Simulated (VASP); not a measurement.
# ScF3 (P4/mmm) in VASP: notebook, part 2 of 2

VASP 6.6.1. The steps go on from the part before.

### 4 Single point, LDA (strain +0.080 along x and y, +0.000 along z)

Input file INCAR:

```
SYSTEM = ScF3
ALGO = Normal
EDIFF = 1E-6
ENCUT = 520
ISIF = 2
ISMEAR = 0
LASPH = .TRUE.
LCHARG = .FALSE.
LREAL = .FALSE.
LWAVE = .FALSE.
NBANDS = 24
NELM = 100
PREC = Accurate
SIGMA = 0.05
```

Input file KPOINTS:

```
k-points
0
G
  6 6 6
  0 0 0
```

Input file POSCAR:

```
ScF3
1.0
    4.3334460000      0.0000000000      0.0000000000
    0.0000000000      4.3334460000      0.0000000000
    0.0000000000      0.0000000000      4.0124500000
Sc F
1 3
Direct
    0.0000000000      0.0000000000      0.0000000000
    0.5000000000      0.0000000000      0.0000000000
    0.0000000000      0.5000000000      0.0000000000
    0.0000000000      0.0000000000      0.5000000000
```

Potentials or basis: VASP PAW LDA potentials, release 64 (Sc_sv, F).

Started as:

```
cat potpaw_LDA.64/Sc_sv/POTCAR potpaw_LDA.64/F/POTCAR > POTCAR
mpirun -np 1 vasp_std > vasp.out
```

OUTCAR:

```text
SYSTEM = ScF3
   EDIFF = 1E-6
   ENCUT = 520
   ISIF = 2
   ISMEAR = 0
   LASPH = .TRUE.
   LREAL = .FALSE.
   NELM = 100
   PREC = Accurate

 ion  position               nearest neighbor table
   1  0.000  0.000  0.000-   4 2.01   4 2.01   2 2.17   3 2.17   3 2.17   2 2.17
   2  0.500  0.000  0.000-   1 2.17   1 2.17
   3  0.000  0.500  0.000-   1 2.17   1 2.17
   4  0.000  0.000  0.500-   1 2.01   1 2.01

  LATTYP: Found a simple tetragonal cell.
 ALAT       =     4.3334460000
 C/A-ratio  =     0.9259259259

  Lattice vectors:

 A1 = (   4.3334460000,   0.0000000000,   0.0000000000)
 A2 = (   0.0000000000,   4.3334460000,   0.0000000000)
 A3 = (   0.0000000000,   0.0000000000,   4.0124500000)

Analysis of symmetry for initial positions (statically):
=====================================================================
 Subroutine PRICEL returns:
 Original cell was already a primitive cell.

 Routine SETGRP: Setting up the symmetry group for a
 simple tetragonal supercell.

 Subroutine GETGRP returns: Found 16 space group operations
 (whereof 16 operations were pure point group operations)
 out of a pool of 16 trial point group operations.

The static configuration has the point symmetry D_4h.

Analysis of symmetry for dynamics (positions and initial velocities):
=====================================================================
 Subroutine PRICEL returns:
 Original cell was already a primitive cell.

 Routine SETGRP: Setting up the symmetry group for a
 simple tetragonal supercell.

 Subroutine GETGRP returns: Found 16 space group operations
 (whereof 16 operations were pure point group operations)
 out of a pool of 16 trial point group operations.

The dynamic configuration has the point symmetry D_4h.

 Subroutine INISYM returns: Found 16 space group operations
 (whereof 16 operations are pure point group operations),
 and found     1 'primitive' translations

----------------------------------------------------------------------------------------

                                     Primitive cell

  volume of cell :      75.3488

  direct lattice vectors                    reciprocal lattice vectors
     4.333446000  0.000000000  0.000000000     0.230763231  0.000000000  0.000000000
     0.000000000  4.333446000  0.000000000     0.000000000  0.230763231  0.000000000
     0.000000000  0.000000000  4.012450000     0.000000000  0.000000000  0.249224289

  length of vectors
     4.333446000  4.333446000  4.012450000     0.230763231  0.230763231  0.249224289

  position of ions in fractional coordinates (direct lattice)
     0.000000000  0.000000000  0.000000000
     0.500000000  0.000000000  0.000000000
     0.000000000  0.500000000  0.000000000
     0.000000000  0.000000000  0.500000000

  ion indices of the primitive-cell ions
   primitive index   ion index
                 1           1
                 2           2
                 3           3
                 4           4

----------------------------------------------------------------------------------------

 KPOINTS: k-points

Automatic generation of k-mesh.
 Grid dimensions read from file:
 generate k-points for:    6    6    6

 Generating k-lattice:

  Cartesian coordinates                     Fractional coordinates (reciprocal lattice)
     0.038460538  0.000000000  0.000000000     0.166666667  0.000000000  0.000000000
     0.000000000  0.038460538  0.000000000     0.000000000  0.166666667  0.000000000
     0.000000000  0.000000000  0.041537382     0.000000000  0.000000000  0.166666667

  Length of vectors
     0.038460538  0.038460538  0.041537382

  Shift w.r.t. Gamma in fractional coordinates (k-lattice)
     0.000000000  0.000000000  0.000000000

 Subroutine IBZKPT returns following result:
 ===========================================

 Found     40 irreducible k-points:

 Following reciprocal coordinates:
            Coordinates               Weight
  0.000000  0.000000  0.000000      1.000000
  0.166667  0.000000  0.000000      4.000000
  0.333333  0.000000  0.000000      4.000000
  0.500000  0.000000  0.000000      2.000000
  0.166667  0.166667  0.000000      4.000000
  0.333333  0.166667  0.000000      8.000000
[... 16 lines left out ...]
  0.333333  0.000000  0.333333      8.000000
  0.500000  0.000000  0.333333      4.000000
 [... further k-points ...]
   k-points           NKPTS =     40   k-points in BZ     NKDIM =     40   number of bands    NBANDS=     24
   number of dos      NEDOS =    301   number of ions     NIONS =      4
   total plane-waves  NPLWV =  30720
   dimension x,y,z NGX =    32 NGY =   32 NGZ =   30
   dimension x,y,z NGXF=    64 NGYF=   64 NGZF=   60
   ions per type =               1   3
   NGX,Y,Z   is equivalent  to a cutoff of  12.28, 12.28, 12.43 a.u.
   NGXF,Y,Z  is equivalent  to a cutoff of  24.55, 24.55, 24.86 a.u.
 SYSTEM =  ScF3
   PREC   = accura    normal or accurate (medium, high low for compatibility)
   ISTART =      0    job   : 0-new  1-cont  2-samecut
   ICHARG =      2    charge: 1-file 2-atom 10-const
   ISPIN  =      1    spin polarized calculation?
   LNONCOLLINEAR =      F non collinear calculations
   LSORBIT =      F    spin-orbit coupling
   LASPH  =      T    aspherical Exc in radial PAW
   ENCUT  =  520.0 eV  38.22 Ry    6.18 a.u.   8.06  8.06  7.46*2*pi/ulx,y,z
   NELM   =    100;   NELMIN=  2; NELMDL= -5     # of ELM steps
   EDIFF  = 0.1E-05   stopping-criterion for ELM
   LREAL  =      F    real-space projection
   EDIFFG = 0.1E-04   stopping-criterion for IOM
   NSW    =      0    number of steps for IOM
   IBRION =     -1    ionic relax: 0-MD 1-quasi-New 2-CG
   NFREE  =      0    steps in history (QN), initial steepest desc. (CG)
   ISIF   =      2    stress and relaxation
   ISYM   =      2    0-nonsym 1-usesym 2-fastsym
   POTIM  = 0.5000    time-step for ionic-motion
   TEBEG  =    0.0;   TEEND  =   0.0 temperature during run
   PSTRESS=    0.0 pullay stress
   NELECT =      32.0000    total number of electrons
   NUPDOWN=      -1.0000    fix difference up-down
   EMIN   =  10.00;   EMAX   =-10.00  energy-range for DOS
   EFERMI =   0.00;   METHOD = LEGACY
   ISMEAR =     0;   SIGMA  =   0.05  broadening in eV -4-tet -1-fermi 0-gaus
   EFERMI_NEDOS =   21; number of points for ismear=-14 and -15
   IALGO  =     38    algorithm
   IMIX   =      4    mixing-type and parameters
     AMIX     =   0.40;   BMIX     =  1.00
     AMIX_MAG =   1.60;   BMIX_MAG =  1.00
  volume/ion in A,a.u.               =      18.84       127.12
  Fermi-wavevector in a.u.,A,eV,Ry     =   1.230550  2.325403 20.602675  1.514254
  Thomas-Fermi vector in A             =   2.365394
   LORBIT       =      0    0 simple, 1 ext, 2 COOP (PROOUT), +10 PAW based schemes
   GGA     = CA    functional components
   LHFCALC =     F    Hartree Fock is set to
   AEXX    =    0.0000 exact exchange contribution
   IVDW    =     0    specifies the selected vdW correction
   LEPSILON=     F    determine dielectric tensor
   LRPA    =     F    only Hartree local field effects (RPA)
 non-spin polarized calculation
 Gauss-broadening in eV      SIGMA  =   0.05
  energy-cutoff  :      520.00
  volume of cell :       75.35
 maximum number of plane-waves:      2064
   NGX = 17   NGY = 17   NGZ = 15

 number of electron      31.9999961 magnetization

 Free energy of the ion-electron system (eV)
  ---------------------------------------------------
  ext. energy  EPLUGINS =         0.00000000
  ---------------------------------------------------
  free energy    TOTEN  =       -28.90497064 eV

  energy without entropy =      -28.90497064  energy(sigma->0) =      -28.90497064

 E-fermi :  -3.9228     XC(G=0):  -8.2053

 val. band max:       -4.2253118506   @ k =   0.5000   0.5000   0.5000
 cond. band min:       0.8807728958   @ k =   0.0000   0.0000   0.0000
 fundamental gap:      5.1060847464
 Fermi energy:        -3.9227725962

 k-point     1 :       0.0000    0.0000    0.0000
  band No.  band energies     occupation
      1     -50.8213      2.00000
      2     -29.8346      2.00000
      3     -29.7053      2.00000
      4     -29.7053      2.00000
      5     -24.5414      2.00000
      6     -23.3822      2.00000
[... 637 lines left out ...]
     23       6.6686      0.00000
     24       8.9170      0.00000

 [... further k-points ...]

------------------------ aborting loop because EDIFF is reached ----------------------------------------

  FORCE on cell =-STRESS in cart. coord.  units (eV):
  Direction    XX          YY          ZZ          XY          YZ          ZX
  --------------------------------------------------------------------------------------
  -------------------------------------------------------------------------------------
  Total       -7.3801492     -7.3801492     -1.9365606      0.0000000      0.0000000      0.0000000
  in kB     -156.9275927   -156.9275927    -41.1780009      0.0000000      0.0000000      0.0000000
  external PRESSURE =    -118.3443954 kB  Pullay stress =       0.0000000 kB

 VOLUME and BASIS-vectors are now :
 -----------------------------------------------------------------------------
  energy-cutoff  :      520.00
  volume of cell :       75.35
      direct lattice vectors                 reciprocal lattice vectors
     4.333446000  0.000000000  0.000000000     0.230763231  0.000000000  0.000000000
     0.000000000  4.333446000  0.000000000     0.000000000  0.230763231  0.000000000
     0.000000000  0.000000000  4.012450000     0.000000000  0.000000000  0.249224289

 POSITION                                       TOTAL-FORCE (eV/Angst)
 -----------------------------------------------------------------------------------
      0.00000      0.00000      0.00000         0.000000      0.000000      0.000000
      2.16672      0.00000      0.00000         0.000000      0.000000      0.000000
      0.00000      2.16672      0.00000         0.000000      0.000000      0.000000
      0.00000      0.00000      2.00623         0.000000      0.000000      0.000000
 -----------------------------------------------------------------------------------
    total drift:                                0.000000      0.000000     -0.000000

  FREE ENERGIE OF THE ION-ELECTRON SYSTEM (eV)
  ---------------------------------------------------
  free  energy   TOTEN  =       -28.9049706446 eV

  energy  without entropy=      -28.9049706446  energy(sigma->0) =      -28.90497064
```

OSZICAR:

```text
N       E                     dE             d eps       ncg     rms          rms(c)
DAV:   1     0.393112107458E+03    0.39311E+03   -0.15061E+04  1944   0.134E+03
DAV:   2     0.159833923674E+01   -0.39151E+03   -0.36993E+03  2568   0.415E+02
DAV:   3    -0.329584749864E+02   -0.34557E+02   -0.34176E+02  2680   0.147E+02
DAV:   4    -0.339850388264E+02   -0.10266E+01   -0.10260E+01  2408   0.249E+01
DAV:   5    -0.340088505447E+02   -0.23812E-01   -0.23808E-01  2616   0.334E+00    0.138E+01
DAV:   6    -0.292003711000E+02    0.48085E+01   -0.13512E+01  2904   0.490E+01    0.570E+00
DAV:   7    -0.290030060911E+02    0.19737E+00   -0.91406E-01  2472   0.717E+00    0.324E+00
DAV:   8    -0.289127723662E+02    0.90234E-01   -0.35418E-01  2912   0.656E+00    0.753E-01
DAV:   9    -0.289067908952E+02    0.59815E-02   -0.83104E-02  2168   0.216E+00    0.505E-01
DAV:  10    -0.289054080097E+02    0.13829E-02   -0.46332E-03  2632   0.928E-01    0.286E-01
DAV:  11    -0.289049139594E+02    0.49405E-03   -0.38050E-03  2784   0.530E-01    0.302E-02
DAV:  12    -0.289049681611E+02   -0.54202E-04   -0.70506E-05  2072   0.635E-02    0.117E-02
DAV:  13    -0.289049705590E+02   -0.23980E-05   -0.32371E-06  2304   0.178E-02    0.129E-02
DAV:  14    -0.289049706446E+02   -0.85574E-07   -0.31525E-06  2064   0.214E-02
   1 F= -.28904971E+02 E0= -.28904971E+02  d E =-.489362E-19
```

stdout:

```text
POSCAR found type information on POSCAR ScF
 POSCAR found :  2 types and       4 ions
 scaLAPACK will be used
 LDA part: xc-table for (Slater(with rela. corr.)+CA(PZ))
 , standard interpolation
 POSCAR, INCAR and KPOINTS ok, starting setup
 FFT: planning ... GRIDC
 FFT: planning ... GRID_SOFT
 FFT: planning ... GRID
 WAVECAR not read
 entering main loop
```

Wall time 24 s (1 thread of Intel Xeon 6975P-C (Granite Rapids), shared host); peak memory 0.18 GiB.

What came out:

```yaml
Free_energy: -28.9050 eV
Pressure: -11.8 GPa
Band_gap_on_the_k_mesh: 5.11 eV, indirect (least direct gap 5.49 eV)
```

Stress tensor (GPa, compression positive):
```
-15.69   0.00   0.00
  0.00 -15.69   0.00
  0.00   0.00  -4.12
```

Caveat: the cell differs from its parent crystal (strain +0.080 along x and y, +0.000 along z).

### 5 Single point, LDA (strain -0.080 along x and y, +0.000 along z)

Input file INCAR:

```
SYSTEM = ScF3
ALGO     = Normal         ! electronic algorithm
EDIFF    = 1E-6           ! SCF threshold, eV
ENCUT    = 520            ! plane-wave cutoff, eV
GGA      = CA             ! functional
ISIF     = 2              ! what is computed and relaxed
ISMEAR   = 0              ! smearing method
LASPH    = .TRUE.         ! aspherical terms in the spheres
LCHARG   = .FALSE.        ! write CHGCAR
LREAL    = .FALSE.        ! projectors in reciprocal space
LWAVE    = .FALSE.        ! write WAVECAR
NBANDS   = 24             ! bands
NELM     = 100            ! most SCF steps
PREC     = Accurate       ! precision mode
SIGMA    = 0.05           ! smearing width, eV
```

KPOINTS is that of step 4.

POSCAR: that of step 4 with these lines changed.

```diff
@@ -2,4 +2,4 @@
 1.0
-    4.3334460000      0.0000000000      0.0000000000
-    0.0000000000      4.3334460000      0.0000000000
+    3.6914540000      0.0000000000      0.0000000000
+    0.0000000000      3.6914540000      0.0000000000
     0.0000000000      0.0000000000      4.0124500000
```

Started as:

```
cat potpaw_LDA.64/Sc_sv/POTCAR potpaw_LDA.64/F/POTCAR > POTCAR
mpirun -np 1 vasp_std > vasp.out
```

Wall time 41 s (1 thread of Intel Xeon Platinum 8259CL at 2.50GHz (Skylake/Cascade Lake), shared host); peak memory 0.17 GiB.

The run converged. Its results:

```yaml
Free_energy: -28.7512 eV
Pressure: 23.5 GPa
Band_gap_on_the_k_mesh: 6.76 eV, indirect (least direct gap 7.08 eV)
```

Stress tensor (GPa, compression positive):
```
34.69  0.00  0.00
 0.00 34.69  0.00
 0.00  0.00  1.25
```

Levels at points of the mesh, in eV from the valence-band top:
| k point | band 12 | band 13 | band 14 | band 15 | band 16 | band 17 | band 18 | band 19 | band 20 | band 21 |
| --- | --- | --- | --- | --- | --- | --- | --- | --- | --- | --- |
| (0.00, 0.00, 0.00) | -0.97 | -0.97 | -0.53 | -0.32 | -0.32 | 6.76 | 6.81 | 6.81 | 7.64 | 9.21 |
| (0.50, 0.00, 0.00) | -1.85 | -1.35 | -0.73 | -0.64 | -0.30 | 6.89 | 8.26 | 8.31 | 9.08 | 10.57 |
| (0.50, 0.50, 0.00) | -2.20 | -0.91 | -0.76 | -0.76 | -0.46 | 8.39 | 8.39 | 9.32 | 9.77 | 12.26 |
| (0.00, 0.00, 0.50) | -1.44 | -0.93 | -0.93 | -0.84 | -0.84 | 6.79 | 7.74 | 7.74 | 9.80 | 10.17 |
| (0.50, 0.00, 0.50) | -1.85 | -1.75 | -1.23 | -0.80 | -0.02 | 7.81 | 8.29 | 8.92 | 10.50 | 12.21 |
| (0.50, 0.50, 0.50) | -3.01 | -2.68 | -0.45 | 0.00 | 0.00 | 9.03 | 9.03 | 9.38 | 11.47 | 12.16 |

Caveat: the cell differs from its parent crystal (strain -0.080 along x and y, +0.000 along z). A k mesh can miss the band edges.

### 6 Overview

```csv
cell,gap on the mesh (eV),pressure (GPa)
"a = 4.012, b = 4.012, c = 4.333 Å, 4 atoms",5.52,-7.5
"a = 4.333, b = 4.333, c = 3.852 Å, 4 atoms",5.18,-8.4
"a = 4.333, b = 4.333, c = 4.012 Å, 4 atoms",5.11,-11.8
"a = 3.691, b = 3.691, c = 4.012 Å, 4 atoms",6.76,23.5
```

Alike in all rows: task single point; level LDA; potentials or basis VASP PAW LDA potentials, release 64 (Sc_sv, F); no spin polarisation; k mesh 6 × 6 × 6; cutoff (eV) 520; smearing gaussian 0.05 eV.

Total energies depend on the potentials used, so only differences within one code and one set of settings carry meaning.
